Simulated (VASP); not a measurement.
Runs of VASP 6.6.1 on TaN. The structure is that of space group F-43m (No. 216), or close to it. The cells are those of the table. 

```csv
task,cell,gap on the mesh (eV),pressure (GPa)
relaxation of cell and atoms,"relaxed to 10 GPa from a = 3.295 Å, angles 60.0°, 2 atoms",none,10.0
single point,"a = 3.295 Å, angles 60.0°, 2 atoms",none,10.8
relaxation of cell and atoms,"relaxed to 20 GPa from a = 3.295 Å, angles 60.0°, 2 atoms",none,20.0
single point,"a = 3.334 Å, angles 60.0°, 2 atoms",none,0.6
single point,"a = 3.231 Å, angles 60.0°, 2 atoms",none,(a)
relaxation of cell and atoms,"relaxed to 30 GPa from a = 3.295 Å, angles 60.0°, 2 atoms",none,30.0
relaxation of cell and atoms,"relaxed from a = 3.295 Å, angles 60.0°, 2 atoms",none,0.0
single point,"a = 3.261 Å, angles 60.0°, 2 atoms",none,20.9
```

Alike in all rows: level PBEsol; potentials or basis VASP PAW PBE potentials, release 64 (Ta_pv, N); no spin polarisation; k mesh 9 × 9 × 9; cutoff (eV) 600; smearing fermi-dirac 0.05 eV.

Fill in the values left out.

(a) 31.2.

Caveats: the PAW data sets were made with another functional, which shifts forces and pressure a little; spin-orbit coupling is left out, which moves the levels of the heavy elements; the cell is relaxed towards a set pressure, so the run minimises the enthalpy, not the energy (at least some runs); the cell stands under pressure (at least some runs).

A k mesh can miss the band edges, and the runs leave out spin-orbit coupling on Ta.

A gap of «none» marks levels without a gap at the run's occupations.
